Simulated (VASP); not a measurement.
Wanted: the native input for a VASP 6.6.1 run.

| Item | Value |
| --- | --- |
| Task | single point |
| Functional | r2SCAN |
| Potentials or basis | VASP PAW PBE potentials, release 64 (Ru_pv) |
| Cutoff | 520 eV |
| k mesh | 14 × 14 × 14 |
| Occupations | fermi-dirac, width 0.1 eV |
| Spin | no spin polarisation |
| Dipole correction | no |
| Further INCAR settings | ALGO = Normal; EDIFF = 1e-06; NBANDS = 13 |

Crystal: Ru.

```
Ru
1.0
     2.38751    0.00000    0.00000
     0.00000    2.38751    0.00000
     0.00000    0.00000    2.38751
Ru
1
Cartesian
  0.0000 0.0000 0.0000
```

This cell differs from its parent crystal: volume scaled by 0.88.

These files were run (other wordings do the same):

POSCAR

```
Ru
1.0
    2.3875084632      0.0000000000      0.0000000000
    0.0000000000      2.3875084632      0.0000000000
    0.0000000000      0.0000000000      2.3875084632
Ru
1
Direct
    0.0000000000      0.0000000000      0.0000000000
```

INCAR.step1

```
SYSTEM = Ru
PREC = Accurate ; ENCUT = 520
ISMEAR = -1 ; SIGMA = 0.1
LREAL = .FALSE. ; LASPH = .TRUE.
NELM = 60 ; NBANDS = 13
GGA = PE ; ALGO = Normal
EDIFF = 1E-4 ; LWAVE = .TRUE.
LCHARG = .FALSE.
```

INCAR.step2

```
SYSTEM = Ru
PREC = Accurate ; ENCUT = 520
EDIFF = 1E-6 ; ISMEAR = -1
SIGMA = 0.1 ; LREAL = .FALSE.
LASPH = .TRUE. ; NELM = 60
ALGO = Normal ; ISIF = 2
LWAVE = .FALSE. ; LCHARG = .FALSE.
METAGGA = R2SCAN ; LMIXTAU = .TRUE.
NBANDS = 13 ; ISTART = 1
```

KPOINTS

```
Automatic mesh
0
G
  14 14 14
  0 0 0
```

Potentials or basis: VASP PAW PBE potentials, release 64 (Ru_pv).

Command:

```console
$ cat potpaw_PBE.64/Ru_pv/POTCAR > POTCAR
$ cp INCAR.step1 INCAR
$ mpirun -np 1 vasp_std > vasp.out
$ cp INCAR.step2 INCAR
$ mpirun -np 1 vasp_std > vasp.out
```

It gave:

* Pressure: 43.9 GPa
* Band gap on the k mesh: zero (band 7 reaches 17.85 eV, above the bottom of band 8 at 12.08 eV)

Caveat: the PAW data sets were made with another functional, which shifts forces and pressure a little.

It took 24 s on 1 thread of Intel(R) Xeon(R) 6975P-C (Granite Rapids) (shared host), peak memory 0.13 GiB.
